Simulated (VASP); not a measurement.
Input of a VASP 6.6.1 run:

The input INCAR:

```
  PREC = Accurate
  ENCUT = 600
  EDIFF = 1E-7
  ISMEAR = 0
  SIGMA = 0.1
  LREAL = False
  LASPH = True
  NELM = 200
  ALGO = Normal
  ISIF = 3
  LWAVE = False
  LCHARG = False
  GGA = PE
  IBRION = 2
  NSW = 100
  EDIFFG = -0.01
  GGA_COMPAT = False
  NELMIN = 4
  LMAXMIX = 6
```

The input KPOINTS:

```
regular mesh
0
Gamma
  14 14 14
```

POSCAR

```
SmO3
1.0
   -2.3413207377      2.3413207377      2.3413207377
    2.3413207377     -2.3413207377      2.3413207377
    2.3413207377      2.3413207377     -2.3413207377
Sm O
1 3
Direct
    0.0000000000      0.0000000000      0.0000000000
    0.0000000000      0.5000000000      0.5000000000
    0.5000000000      0.0000000000      0.5000000000
    0.5000000000      0.5000000000      0.0000000000
```

Potentials or basis: VASP PAW PBE potentials, release 64 (Sm_3, O), 4f in core.

Command:

```console
$ cat potpaw_PBE.64/Sm_3/POTCAR potpaw_PBE.64/O/POTCAR > POTCAR
$ mpirun -np 1 vasp_std > vasp.out
```

Task: Predict the band gap on the k mesh.

Result: Zero (an odd number of electrons rules out a gap without spin polarisation).

Task: Predict the space group after relaxing (to 0.1 Å).

Result: Im-3m (No. 229).

Task: What does it give for the relaxed volume?

Result: 12.93 Å³/atom.

Task: Predict the relaxed cell.

Result: a = 4.065 Å, b = 4.065 Å, c = 4.065 Å, α = 109.47°, β = 109.47°, γ = 109.47°.

Final structure:
```
Sm O
1.0
    -2.34712    2.34712    2.34712
     2.34712   -2.34712    2.34712
     2.34712    2.34712   -2.34712
Sm O
1 3
Direct
  0.00000 0.00000 0.00000
  0.00000 0.50000 0.50000
  0.50000 0.00000 0.50000
  0.50000 0.50000 0.00000
```

Caveat: spin-orbit coupling is left out, which moves the levels of the heavy elements; the 4f electrons are frozen in the core, so they carry no moment and show no levels; an odd number of electrons without spin polarisation forces a metal; a magnetic or distorted state may lie lower; the run has no spin polarisation, though such a crystal can be magnetic. Spin polarisation is off, so any magnetic state and its effect on volume and gap are missing.
